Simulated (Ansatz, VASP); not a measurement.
# One calculation of BN, two programs

```
B N
1.0
     1.25112    0.72234    3.37293
    -1.25112    0.72234    3.37293
     0.00000   -1.44467    3.37293
B N
1 1
Direct
  0.92963 0.08948 0.00955
  0.33276 0.33276 0.33276
```

Alike in both runs: task single point; functional LDA; k mesh 12 × 12 × 12; occupations gaussian, width 0.05 eV; no spin polarisation.

|  | VASP | Ansatz |
| --- | --- | --- |
| version | VASP 6.6.1 | Ansatz 0.2.0 |
| potentials or method | VASP PAW LDA potentials, release 64 (B, N), cutoff 600 eV | scalar-relativistic, plane waves, PAW |
| valence electrons in the cell | 8 | 8 |

|  | VASP | Ansatz | Ansatz less VASP |
| --- | --- | --- | --- |
| gap on the k mesh at the Fermi level (eV) | 2.19 | 2.20 | +0.015 |
| least direct gap on the mesh (eV) | 3.73 | 3.74 | +0.009 |
| pressure (GPa) | 10.1 | 10.1 | -0.04 |
| traceless stress, the component that is largest in VASP (GPa) | 25.26 | 25.35 | +0.090 |
| rms of the force components (eV/Å) | 5.056 | 5.079 | +0.0227 |

LDA's correlation is that of Perdew and Zunger in VASP and of Perdew and Wang (1992) in Ansatz. Atom by atom the forces differ by 0.023 eV/Å (rms over components).
